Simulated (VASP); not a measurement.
**Cl: single point with PBEsol**

Crystal: Cl.

```
Cl
1.0
     0.00000    2.90665    2.90665
     2.90665    0.00000    2.90665
     2.90665    2.90665    0.00000
Cl
2
Direct
  0.87500 0.87500 0.87500
  0.12500 0.12500 0.12500
```

This cell differs from its parent crystal: volume scaled by 0.78.

```yaml
Program: VASP 6.6.1
Task: single point
Functional: PBEsol
Potentials_or_basis: VASP PAW PBE potentials, release 64 (Cl)
Cutoff: 520 eV
k_mesh: 12 × 12 × 12
Occupations: fermi-dirac, width 0.1 eV
Spin: no spin polarisation
Dipole_correction: no
Further_INCAR_settings: ALGO = Normal; EDIFF = 1e-07; NBANDS = 14
```

- Pressure: 9.4 GPa
- Band gap on the k mesh: zero (band 7 reaches 2.43 eV, above the bottom of band 8 at 0.24 eV)

Levels at points of the mesh, in eV from the Fermi level:
| k point | band 3 | band 4 | band 5 | band 6 | band 7 | band 8 | band 9 | band 10 | band 11 | band 12 |
| --- | --- | --- | --- | --- | --- | --- | --- | --- | --- | --- |
| (0.00, 0.00, 0.00) | -4.22 | -4.22 | -4.22 | -1.55 | -1.55 | -1.55 | 5.94 | 9.56 | 9.56 | 11.84 |
| (0.50, 0.00, 0.00) | -4.84 | -4.84 | -4.82 | -0.63 | -0.63 | 0.12 | 8.23 | 9.13 | 9.64 | 9.64 |
| (0.50, 0.50, 0.00) | -5.53 | -5.53 | -2.71 | -2.71 | 0.65 | 0.65 | 7.43 | 7.43 | 11.69 | 11.69 |

Run time: 34 s on 1 thread of Intel(R) Xeon(R) Platinum 8375C CPU @ 2.90GHz (Ice Lake) (shared host), peak memory 0.18 GiB.

Caveat: the PAW data sets were made with another functional, which shifts forces and pressure a little.
